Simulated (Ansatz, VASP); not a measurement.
## InAs in VASP and in Ansatz

```
CELL_PARAMETERS angstrom
0.00000 3.08484 3.08484
3.08484 0.00000 3.08484
3.08484 3.08484 0.00000
ATOMIC_POSITIONS crystal
In 0.00000 0.00000 0.00000
As 0.25000 0.25000 0.25000
```

Alike in both runs: task single point; functional r2SCAN; k mesh 6 × 6 × 6; occupations fermi-dirac, width 0.02 eV; no spin polarisation.

|  | VASP | Ansatz |
| --- | --- | --- |
| version | VASP 6.6.1 | Ansatz 0.2.0 |
| potentials or method | VASP PAW PBE potentials, release 64 (In_d, As) | plane waves, PAW |
| plane-wave cutoff (eV) | 520 | 500 |
| valence electrons in the cell | 18 | 28 |

|  | VASP | Ansatz | Ansatz less VASP |
| --- | --- | --- | --- |
| pressure (GPa) | -1.5 | -1.5 | +0.01 |

VASP's potentials were made for PBE, not for r2SCAN. VASP's potentials hold 18 valence electrons a cell and Ansatz's 28, so a difference there can come from the potentials and not from the codes.
